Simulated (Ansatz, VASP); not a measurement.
## Al in VASP and in Ansatz

```
Al
1.0
     2.80980    0.00000    0.00000
    -1.40490    2.43336    0.00000
     0.00000    0.00000    4.26720
Al
2
Direct
  0.66667 0.33333 0.75000
  0.33333 0.66667 0.25000
```

Alike in both runs: task single point; functional PBEsol; k mesh 18 × 18 × 10; occupations gaussian, width 0.15 eV; no spin polarisation.

|  | VASP | Ansatz |
| --- | --- | --- |
| version | VASP 6.6.1 | Ansatz 0.2.0 |
| potentials or method | VASP PAW PBE potentials, release 64 (Al), cutoff 520 eV | scalar-relativistic, plane waves, PAW |
| valence electrons in the cell | 6 | 6 |

|  | VASP | Ansatz | Ansatz less VASP |
| --- | --- | --- | --- |
| gap on the k mesh at the Fermi level (eV) | none | none | - |
| pressure (GPa) | 12.0 | 11.9 | -0.14 |
| traceless stress, the component that is largest in VASP (GPa) | 6.51 | 6.47 | -0.042 |

VASP's potentials were made for PBE, not for PBEsol, and Ansatz warns of the same on its side. A gap of «none» marks a metal or a gap that the smearing closes.
